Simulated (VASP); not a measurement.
# GdN (P-6m2) in VASP: further runs, part 2 of 2

VASP 6.6.1.

## Step 4: Single point, LDA+U, collinear spin, ferromagnetic start

This run uses another cell than the first one, of 15.25 Å³/atom.

Input file INCAR:

```
SYSTEM = GdN
PREC     = Accurate       ! precision mode
ENCUT    = 520            ! plane-wave cutoff, eV
EDIFF    = 1E-7           ! SCF threshold, eV
ISMEAR   = 0              ! smearing method
SIGMA    = 0.05           ! smearing width, eV
LREAL    = .False.        ! projectors in reciprocal space
LASPH    = .True.         ! aspherical terms in the spheres
NELM     = 150            ! most SCF steps
ALGO     = Normal         ! electronic algorithm
ISIF     = 2              ! what is computed and relaxed
LWAVE    = .False.        ! write WAVECAR
LCHARG   = .False.        ! write CHGCAR
ISPIN    = 2              ! spin polarisation
MAGMOM   = 7 0            ! initial moments
LORBIT   = 11             ! projections on sites
LMAXMIX  = 6              ! l up to which the mixer works
LDAU     = .True.         ! DFT+U
LDAUTYPE = 2            
LDAUL    = 3 -1           ! shell
LDAUU    = 6 0            ! U, eV
LDAUJ    = 0 0          
LDAUPRINT= 1            
GGA      = CA             ! functional
NBANDS   = 22             ! bands
```

Input file KPOINTS:

```
regular mesh
0
Gamma
  10 10 10
  0 0 0
```

Input file POSCAR:

```
GdN
1.0
    3.3044723029      0.0000000000      0.0000000000
   -1.6522361515      2.8617569604      0.0000000000
    0.0000000000      0.0000000000      3.2250012505
Gd N
1 1
Direct
    0.0000000000      0.0000000000      0.0000000000
    0.6666666667      0.3333333333      0.5000000000
```

Run with:

```sh
$ cat potpaw_PBE.64/Gd/POTCAR potpaw_PBE.64/N/POTCAR > POTCAR
$ mpirun -np 1 vasp_std > vasp.out
```

It took 88 s on 1 thread of AMD EPYC 9R45 (Zen 5), shared host; peak memory 0.19 GiB.

Results (log left out):

```yaml
Free_energy: -22.8824 eV
Pressure: -6.5 GPa
Band_gap_on_the_k_mesh: 0.02 eV (least direct gap 0.07 eV)
Net_moment: 7.00 μB per cell
Site_moments: Gd +6.89; N -0.09 μB
Valence_electrons_inside_the_program's_atomic_spheres: Gd 15.23; N 3.61
```

Stress tensor (GPa, compression positive):
```
  3.14   0.00   0.00
  0.00   3.14   0.00
  0.00   0.00 -25.89
```

Levels at points of the mesh, in eV from the valence-band top:
Spin up:
```tsv
k point	band 13	band 14	band 15	band 16	band 17	band 18
(0.00, 0.00, 0.00)	-1.16	-1.16	-0.55	0.22	3.51	5.56
(0.50, 0.00, 0.00)	-3.51	-1.52	0.00	0.07	6.01	6.16
(0.00, 0.00, 0.50)	-4.35	-0.41	-0.41	2.87	2.87	4.38
(0.50, 0.00, 0.50)	-3.09	-2.10	-1.91	2.61	5.79	7.96
```
Spin down:
| k point | band 6 | band 7 | band 8 | band 9 | band 10 | band 11 |
| --- | --- | --- | --- | --- | --- | --- |
| (0.00, 0.00, 0.00) | -1.06 | -1.06 | -0.04 | 0.10 | 2.85 | 4.20 |
| (0.50, 0.00, 0.00) | -3.32 | -1.56 | -0.18 | 0.64 | 4.00 | 4.07 |
| (0.00, 0.00, 0.50) | -4.15 | -0.65 | -0.65 | 3.19 | 3.71 | 3.71 |
| (0.50, 0.00, 0.50) | -2.81 | -2.02 | -1.82 | 3.10 | 4.07 | 4.09 |

Eigenvalues of the final occupation matrices:
| site | spin | trace | eigenvalues |
| --- | --- | --- | --- |
| site 1 f | 1 | 6.94 | 0.99 0.99 0.99 0.99 0.99 0.99 0.99 |
| site 1 f | 2 | 0.05 | 0.00 0.00 0.00 0.01 0.01 0.01 0.01 |

Caveat: the cell stands under tension; the PAW data sets were made with another functional, which shifts forces and pressure a little; spin-orbit coupling is left out, which moves the levels of the heavy elements; a cell with one magnetic atom can't hold antiferromagnetic order, which such compounds often take. The state reached can hang on the start; a lower one may exist.

## Step 5: Single point, LDA+U, collinear spin, ferromagnetic start

This run uses another cell than the first one, of 15.25 Å³/atom.

INCAR: that of step 4 with these lines changed.

```diff
@@ -3,3 +3,3 @@
 ENCUT    = 520            ! plane-wave cutoff, eV
-EDIFF    = 1E-7           ! SCF threshold, eV
+EDIFF    = 1E-6           ! SCF threshold, eV
 ISMEAR   = 0              ! smearing method
@@ -14,3 +14,3 @@
 ISPIN    = 2              ! spin polarisation
-MAGMOM   = 7 0            ! initial moments
+MAGMOM   = 7.62 0         ! initial moments
 LORBIT   = 11             ! projections on sites
```

KPOINTS is that of step 4.

Input file POSCAR:

```
GdN
1.0
    3.3850001139      0.0000000000      0.0000000000
   -1.6925000570      2.9314960905      0.0000000000
    0.0000000000      0.0000000000      3.0733834216
Gd N
1 1
Direct
    0.0000000000      0.0000000000      0.0000000000
    0.6666666667      0.3333333333      0.5000000000
```

Potentials or basis: VASP PAW PBE potentials, release 64 (Gd, N).

Run with:

```sh
$ cat potpaw_PBE.64/Gd/POTCAR potpaw_PBE.64/N/POTCAR > POTCAR
$ mpirun -np 1 vasp_std > vasp.out
```

OUTCAR:

```text
SYSTEM = GdN
   PREC = Accurate
   ENCUT = 520
   EDIFF = 1E-6
   ISMEAR = 0
   LREAL = .False.
   LASPH = .True.
   NELM = 150
   ISIF = 2
   ISPIN = 2
   LORBIT = 11
   GGA = CA

 ion  position               nearest neighbor table
   1  0.000  0.000  0.000-   2 2.49   2 2.49   2 2.49   2 2.49   2 2.49   2 2.49
   2  0.667  0.333  0.500-   1 2.49   1 2.49   1 2.49   1 2.49   1 2.49   1 2.49

  LATTYP: Found a hexagonal cell.
 ALAT       =     3.3850001139
 C/A-ratio  =     0.9079418961
[... 1464 lines left out ...]
  external PRESSURE =     -49.9766551 kB  Pullay stress =       0.0000000 kB

 VOLUME and BASIS-vectors are now :
 -----------------------------------------------------------------------------
  energy-cutoff  :      520.00
  volume of cell :       30.50
      direct lattice vectors                 reciprocal lattice vectors
     3.385000114  0.000000000  0.000000000     0.295420965  0.170561374  0.000000000
    -1.692500057  2.931496091  0.000000000     0.000000000  0.341122747  0.000000000
     0.000000000  0.000000000  3.073383422     0.000000000  0.000000000  0.325374307

 POSITION                                       TOTAL-FORCE (eV/Angst)
 -----------------------------------------------------------------------------------
      0.00000      0.00000      0.00000         0.000000      0.000000      0.000000
      1.69250      0.97717      1.53669        -0.000000      0.000000      0.000000
 -----------------------------------------------------------------------------------
    total drift:                               -0.000000      0.000000      0.000000

  FREE ENERGIE OF THE ION-ELECTRON SYSTEM (eV)
  ---------------------------------------------------
  free  energy   TOTEN  =       -23.0148204560 eV

  energy  without entropy=      -23.0145634886  energy(sigma->0) =      -23.01469197

 total charge

# of ion       s       p       d       f       tot
--------------------------------------------------
    1        2.040   5.611   0.599   6.982  15.233
    2        1.228   2.390   0.000   0.000   3.618
--------------------------------------------------
tot          3.268   8.001   0.599   6.982  18.851

 magnetization (x)

# of ion       s       p       d       f       tot
--------------------------------------------------
    1        0.000  -0.059   0.073   6.880   6.894
    2       -0.007  -0.075   0.000   0.000  -0.083
--------------------------------------------------
tot         -0.007  -0.134   0.073   6.880   6.812
```

stdout:

```text
POSCAR found type information on POSCAR GdN
 POSCAR found :  2 types and       2 ions
 scaLAPACK will be used
 -----------------------------------------------------------------------------
|                                                                             |
|                                                                             |
|     You enforced a specific xc type in the INCAR file but a different       |
|     I HOPE YOU KNOW WHAT YOU ARE DOING!                                     |
|                                                                             |
 -----------------------------------------------------------------------------

 LDA part: xc-table for (Slater(with rela. corr.)+CA(PZ))
 , standard interpolation
 POSCAR, INCAR and KPOINTS ok, starting setup
 FFT: planning ... GRIDC
 FFT: planning ... GRID_SOFT
 FFT: planning ... GRID
 WAVECAR not read
 entering main loop
```

Wall time 90 s (1 thread of AMD EPYC 9R45 (Zen 5), shared host); peak memory 0.19 GiB.

What came out:

- Free energy: -23.0148 eV
- Pressure: -5.0 GPa
- Band gap on the k mesh: zero (filled and empty bands overlap)
- Net moment: 7.01 μB per cell
- Site moments: Gd +6.89; N -0.08 μB
- Valence electrons inside the program's atomic spheres: Gd 15.23; N 3.62

Levels at points of the mesh, in eV from the Fermi level:
Spin up:
```tsv
k point	band 12	band 13	band 14	band 15	band 16	band 17	band 18	band 19
(0.00, 0.00, 0.00)	-6.41	-1.65	-1.65	-0.50	0.45	2.94	5.87	5.87
(0.50, 0.00, 0.00)	-6.36	-3.65	-1.08	-0.27	-0.03	5.29	6.43	7.32
(0.00, 0.00, 0.50)	-6.38	-4.37	-0.91	-0.91	2.96	2.96	4.94	5.15
(0.50, 0.00, 0.50)	-6.38	-3.14	-2.37	-2.18	2.79	5.55	7.59	8.27
```
Spin down:
```tsv
k point	band 4	band 5	band 6	band 7	band 8	band 9	band 10	band 11	band 12	band 13
(0.00, 0.00, 0.00)	-18.57	-12.84	-1.54	-1.54	0.16	0.19	2.50	4.06	4.06	4.25
(0.50, 0.00, 0.00)	-18.38	-11.33	-3.41	-1.14	-0.46	0.64	3.88	4.03	4.25	4.31
(0.00, 0.00, 0.50)	-18.66	-10.66	-4.22	-1.12	-1.12	3.33	3.79	3.79	4.01	4.11
(0.50, 0.00, 0.50)	-18.93	-12.00	-2.90	-2.26	-2.10	3.21	4.05	4.09	4.18	4.30
```

Eigenvalues of the final occupation matrices:
```
    site  spin  trace                         eigenvalues
site 1 f     1   6.94  0.99 0.99 0.99 0.99 0.99 0.99 0.99
site 1 f     2   0.05  0.00 0.00 0.01 0.01 0.01 0.01 0.01
```

Caveat: the cell stands under tension; the PAW data sets were made with another functional, which shifts forces and pressure a little; spin-orbit coupling is left out, which moves the levels of the heavy elements; a cell with one magnetic atom can't hold antiferromagnetic order, which such compounds often take.

## Step 6: Single point, LDA+U, collinear spin, antiferromagnetic start

This run uses another cell than the first one: it holds 4 atoms, not 2.

Input file INCAR:

```
SYSTEM = GdN
ALGO     = Normal         ! electronic algorithm
EDIFF    = 1E-6           ! SCF threshold, eV
ENCUT    = 520            ! plane-wave cutoff, eV
GGA      = CA             ! functional
ISIF     = 2              ! what is computed and relaxed
ISMEAR   = 0              ! smearing method
ISPIN    = 2              ! spin polarisation
LASPH    = .True.         ! aspherical terms in the spheres
LCHARG   = .False.        ! write CHGCAR
LDAU     = .True.         ! DFT+U
LDAUJ    = 0 0          
LDAUL    = 3 -1           ! shell
LDAUPRINT= 1            
LDAUTYPE = 2            
LDAUU    = 6 0            ! U, eV
LMAXMIX  = 6              ! l up to which the mixer works
LORBIT   = 11             ! projections on sites
LREAL    = .False.        ! projectors in reciprocal space
LWAVE    = .False.        ! write WAVECAR
MAGMOM   = 7 -7 0 0       ! initial moments
NBANDS   = 35             ! bands
NELM     = 150            ! most SCF steps
PREC     = Accurate       ! precision mode
SIGMA    = 0.05           ! smearing width, eV
```

Input file KPOINTS:

```
k-points
0
Gamma
  10 5 10
  0 0 0
```

Input file POSCAR:

```
GdN
1.0
    3.3394229375      0.0000000000      0.0000000000
   -3.3394229376      5.7840501957      0.0000000000
    0.0000000000      0.0000000000      3.0379470730
Gd N
2 2
Direct
    1.0000000000      0.0000000000      0.0000000000
    1.0000000000      0.5000000000      0.0000000000
    0.6666666667      0.1666666667      0.5000000000
    0.6666666667      0.6666666667      0.5000000000
```

Potentials or basis: VASP PAW PBE potentials, release 64 (Gd, N).

Run with:

```sh
$ cat potpaw_PBE.64/Gd/POTCAR potpaw_PBE.64/N/POTCAR > POTCAR
$ mpirun -np 1 vasp_std > vasp.out
```

OUTCAR:

```text
SYSTEM = GdN
   EDIFF = 1E-6
   ENCUT = 520
   GGA = CA
   ISIF = 2
   ISMEAR = 0
   ISPIN = 2
   LASPH = .True.
   LORBIT = 11
   LREAL = .False.
   NELM = 150
   PREC = Accurate

 ion  position               nearest neighbor table
   1  0.000  0.000  0.000-   4 2.45   4 2.45   3 2.45   3 2.45   3 2.45   3 2.45   2 3.34   2 3.34
                             2 3.34   2 3.34
   2  0.000  0.500  0.000-   3 2.45   3 2.45   4 2.45   4 2.45   4 2.45   4 2.45   1 3.34   1 3.34
                             1 3.34   1 3.34
   3  0.667  0.167  0.500-   2 2.45   2 2.45   1 2.45   1 2.45   1 2.45   1 2.45
   4  0.667  0.667  0.500-   1 2.45   1 2.45   2 2.45   2 2.45   2 2.45   2 2.45

  LATTYP: Found a simple orthorhombic cell.
 ALAT       =     3.0379470730
 B/A-ratio  =     1.0992367073
 C/A-ratio  =     1.9039338266

  Lattice vectors:
[... 2155 lines left out ...]

  FORCE on cell =-STRESS in cart. coord.  units (eV):
  Direction    XX          YY          ZZ          XY          YZ          ZX
  --------------------------------------------------------------------------------------
  -------------------------------------------------------------------------------------
  Total        0.1430274      0.2086288      0.3287085     -0.0000000      0.0000000      0.0000000
  in kB        3.9052253      5.6964099      8.9750693     -0.0000000      0.0000000      0.0000000
  external PRESSURE =       6.1922348 kB  Pullay stress =       0.0000000 kB

 VOLUME and BASIS-vectors are now :
 -----------------------------------------------------------------------------
  energy-cutoff  :      520.00
  volume of cell :       58.68
      direct lattice vectors                 reciprocal lattice vectors
     3.339422938  0.000000000  0.000000000     0.299452935  0.172889233  0.000000000
    -3.339422938  5.784050196  0.000000000     0.000000000  0.172889233  0.000000000
     0.000000000  0.000000000  3.037947073     0.000000000  0.000000000  0.329169658

 POSITION                                       TOTAL-FORCE (eV/Angst)
 -----------------------------------------------------------------------------------
      0.00000      0.00000      0.00000         0.000000     -0.002248      0.000000
     -1.66971      2.89203      0.00000         0.000000     -0.002248      0.000000
      1.66971      0.96401      1.51897        -0.000000      0.002248     -0.000000
     -0.00000      3.85603      1.51897        -0.000000      0.002248     -0.000000
 -----------------------------------------------------------------------------------
    total drift:                               -0.000017      0.000446      0.000000

  FREE ENERGIE OF THE ION-ELECTRON SYSTEM (eV)
  ---------------------------------------------------
  free  energy   TOTEN  =       -46.0534193435 eV

  energy  without entropy=      -46.0534162835  energy(sigma->0) =      -46.05341781

 total charge

# of ion       s       p       d       f       tot
--------------------------------------------------
    1        2.043   5.616   0.625   6.986  15.271
    2        2.043   5.616   0.625   6.986  15.271
    3        1.230   2.412   0.000   0.000   3.641
    4        1.230   2.412   0.000   0.000   3.641
--------------------------------------------------
tot          6.546  16.057   1.251  13.972  37.826

 magnetization (x)

# of ion       s       p       d       f       tot
--------------------------------------------------
    1        0.001  -0.058   0.071   6.878   6.892
    2       -0.001   0.058  -0.071  -6.878  -6.892
    3       -0.002  -0.021   0.000   0.000  -0.024
    4        0.002   0.021   0.000   0.000   0.024
--------------------------------------------------
tot          0.000   0.000   0.000   0.000   0.000
```

stdout:

```text
POSCAR found type information on POSCAR GdN
 POSCAR found :  2 types and       4 ions
 scaLAPACK will be used
 -----------------------------------------------------------------------------
|                                                                             |
|                                                                             |
|     You enforced a specific xc type in the INCAR file but a different       |
|     I HOPE YOU KNOW WHAT YOU ARE DOING!                                     |
|                                                                             |
 -----------------------------------------------------------------------------

 LDA part: xc-table for (Slater(with rela. corr.)+CA(PZ))
 , standard interpolation
 POSCAR, INCAR and KPOINTS ok, starting setup
 FFT: planning ... GRIDC
 FFT: planning ... GRID_SOFT
 FFT: planning ... GRID
 WAVECAR not read
 entering main loop
```

Run time: 13 min. Hardware: 1 thread of Intel Xeon Platinum 8488C (Sapphire Rapids), shared host; peak memory 0.43 GiB.

What came out:

```yaml
Free_energy: -46.0534 eV
Pressure: 0.6 GPa
Band_gap_on_the_k_mesh: 0.21 eV
Net_moment: 0.00 μB per cell
Site_moments: Gd +6.89, -6.89; N -0.02, +0.02 μB
Valence_electrons_inside_the_program's_atomic_spheres: Gd 15.27; N 3.64
```

Forces on the atoms (eV/Å):
```
Gd   0.000 -0.002  0.000
Gd   0.000 -0.002  0.000
N    0.000  0.002  0.000
N    0.000  0.002  0.000
```

Stress tensor (GPa, compression positive):
```
0.39 0.00 0.00
0.00 0.57 0.00
0.00 0.00 0.90
```

Levels at points of the mesh, in eV from the valence-band top:
Spin up:
| k point | band 19 | band 20 | band 21 | band 22 | band 23 | band 24 | band 25 | band 26 | band 27 | band 28 |
| --- | --- | --- | --- | --- | --- | --- | --- | --- | --- | --- |
| (0.00, 0.00, 0.00) | -1.60 | -1.59 | -1.11 | -0.27 | -0.26 | 0.41 | 0.44 | 2.96 | 4.13 | 4.31 |
| (0.50, 0.00, 0.00) | -3.44 | -1.11 | -1.11 | -0.31 | -0.24 | 0.21 | 0.44 | 4.15 | 4.37 | 4.49 |
| (0.00, 0.00, 0.50) | -3.04 | -2.35 | -2.12 | -0.98 | -0.96 | 3.12 | 3.47 | 3.62 | 3.90 | 4.23 |
| (0.50, 0.00, 0.50) | -3.00 | -2.43 | -2.33 | -2.14 | -2.00 | 3.11 | 3.37 | 4.30 | 4.30 | 4.35 |
Spin down:
```
           k point  band 21  band 22  band 23  band 24  band 25  band 26
(0.00, 0.00, 0.00)    -1.11    -0.27    -0.26     0.41     0.44     2.96
(0.50, 0.00, 0.00)    -1.11    -0.31    -0.24     0.21     0.44     4.15
(0.00, 0.00, 0.50)    -2.12    -0.98    -0.96     3.12     3.47     3.62
(0.50, 0.00, 0.50)    -2.33    -2.14    -2.00     3.11     3.37     4.30
```

Eigenvalues of the final occupation matrices:
| site | spin | trace | eigenvalues |
| --- | --- | --- | --- |
| site 1 f | 1 | 6.94 | 0.99 0.99 0.99 0.99 0.99 0.99 0.99 |
| site 1 f | 2 | 0.06 | 0.00 0.00 0.01 0.01 0.01 0.01 0.01 |
| site 2 f | 1 | 0.06 | 0.00 0.00 0.01 0.01 0.01 0.01 0.01 |
| site 2 f | 2 | 6.94 | 0.99 0.99 0.99 0.99 0.99 0.99 0.99 |

Caveat: the PAW data sets were made with another functional, which shifts forces and pressure a little; spin-orbit coupling is left out, which moves the levels of the heavy elements; an odd mesh through Γ misses points on the zone boundary, where band edges can lie. The state reached can hang on the start; a lower one may exist.

## Step 7: Overview

| spin | cell | k mesh | gap on the mesh (eV) | pressure (GPa) | moment (μB) |
| --- | --- | --- | --- | --- | --- |
| collinear, ferromagnetic start | a = 3.339, b = 3.339, c = 3.038 Å, angles 90.0, 90.0, 120.0°, 2 atoms, atomic positions A | 10 × 10 × 10 | none | 0.6 | 7.01 |
| collinear, ferromagnetic start | a = 3.304, b = 3.304, c = 3.225 Å, angles 90.0, 90.0, 120.0°, 2 atoms, atomic positions A | 10 × 10 × 10 | 0.02 | -6.5 | 7.00 |
| collinear, ferromagnetic start | a = 3.385, b = 3.385, c = 3.073 Å, angles 90.0, 90.0, 120.0°, 2 atoms, atomic positions A | 10 × 10 × 10 | none | -5.0 | 7.01 |
| collinear, antiferromagnetic start | a = 3.339, b = 6.679, c = 3.038 Å, angles 90.0, 90.0, 120.0°, 4 atoms, atomic positions B | 10 × 5 × 10 | 0.21 | 0.6 | 0.00 |

Alike in all rows: task single point; level LDA+U; potentials or basis VASP PAW PBE potentials, release 64 (Gd, N); Gd f U = 6.0 eV; cutoff (eV) 520; smearing gaussian 0.05 eV.

Caveats: the PAW data sets were made with another functional, which shifts forces and pressure a little; spin-orbit coupling is left out, which moves the levels of the heavy elements; a cell with one magnetic atom can't hold antiferromagnetic order, which such compounds often take (at least some runs); the cell stands under tension (at least some runs); an odd mesh through Γ misses points on the zone boundary, where band edges can lie (at least some runs).

Total energies depend on the potentials used, so only differences within one code and one set of settings carry meaning.
